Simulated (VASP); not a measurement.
Wanted: the native input for a VASP 6.6.1 run.

```
Task                   : single point
Functional             : PBE
Potentials or basis    : VASP PAW PBE potentials, release 64 (Ti_sv, Ta_pv)
Cutoff                 : 520 eV
k mesh                 : 6 × 6 × 1
Occupations            : gaussian, width 0.2 eV
Spin                   : no spin polarisation
Dipole correction      : no
Further INCAR settings : ALGO = Fast; EDIFF = 1e-06; NBANDS = 56
```

The structure of Ta5Ti3 lies in POSCAR:

```
Ta5Ti3
1.0
    1.6791251902     -2.3173315262      0.0000000000
    1.6791251902      2.3173315262      0.0000000000
    0.0000000000      0.0000000000     18.5482123522
Ti Ta
3 5
Direct
    0.0000000000      0.0000000000      0.5000000000
    0.5000000000      0.5000000000      0.6235037155
    0.5000000000      0.5000000000      0.3764962845
    0.0000000000      0.0000000000      0.7468859514
    0.0000000000      0.0000000000      0.2531140486
    0.5000000000      0.5000000000      0.1267202407
    0.0000000000      0.0000000000      0.0000000000
    0.5000000000      0.5000000000      0.8732797593
```

The input as run:

INCAR

```
ALGO = Fast
EDIFF = 1E-6
ENCUT = 520
GGA = PE
ISIF = 2
ISMEAR = 0
LASPH = True
LCHARG = False
LREAL = False
LWAVE = False
NBANDS = 56
NELM = 60
PREC = Accurate
SIGMA = 0.2
```

KPOINTS

```
k-points
0
Gamma
  6 6 1
```

Potentials or basis: VASP PAW PBE potentials, release 64 (Ti_sv, Ta_pv).

Launch:

```sh
$ cat potpaw_PBE.64/Ti_sv/POTCAR potpaw_PBE.64/Ta_pv/POTCAR > POTCAR
$ mpirun -np 1 vasp_std > vasp.out
```

It gave:

```json
{
 "Pressure": "-0.2 GPa",
 "Largest force": "0.051 eV/Å"
}
```

Caveat: the k points lie up to 0.39 Å⁻¹ apart.

Run time: 3.6 min on 1 thread of AMD EPYC 9R45 96-Core Processor (Zen 5) (shared host), peak memory 0.28 GiB.
